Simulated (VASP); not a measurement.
Set up this calculation in VASP 6.6.1, as the native input.

```
Task                   : single point
Functional             : PBE
Potentials or basis    : VASP PAW PBE potentials, release 64 (Ti_sv, Al)
Cutoff                 : 520 eV
k mesh                 : 18 × 18 × 10
Occupations            : gaussian, width 0.15 eV
Spin                   : no spin polarisation
Dipole correction      : no
Further INCAR settings : ALGO = Fast; EDIFF = 1e-07; NBANDS = 14
```

The structure of TiAl lies in POSCAR:

```
TiAl
1.0
    2.9890000000      0.0000000000      0.0000000000
   -1.4945000000      2.5885499319      0.0000000000
    0.0000000000      0.0000000000      4.3695000000
Ti Al
1 1
Direct
    0.0000000000      0.0000000000      0.0000000000
    0.3333333333      0.6666666667      0.5000000000
```

One way to write it, as run:

INCAR

```
SYSTEM = TiAl
ALGO = Fast
EDIFF = 1E-7
ENCUT = 520
GGA = PE
ISIF = 2
ISMEAR = 0
LASPH = .True.
LCHARG = .False.
LREAL = .False.
LWAVE = .False.
NBANDS = 14
NELM = 80
PREC = Accurate
SIGMA = 0.15
```

KPOINTS

```
k-points
0
Gamma
  18 18 10
  0 0 0
```

Potentials or basis: VASP PAW PBE potentials, release 64 (Ti_sv, Al).

Launch:

```console
$ cat potpaw_PBE.64/Ti_sv/POTCAR potpaw_PBE.64/Al/POTCAR > POTCAR
$ mpirun -np 1 vasp_std > vasp.out
```

It gave:

The pressure is 0.5 GPa.

Run time: 2.5 min on 1 thread of Intel(R) Xeon(R) Platinum 8259CL CPU @ 2.50GHz (Skylake/Cascade Lake), with other jobs on the host, peak memory 0.23 GiB.
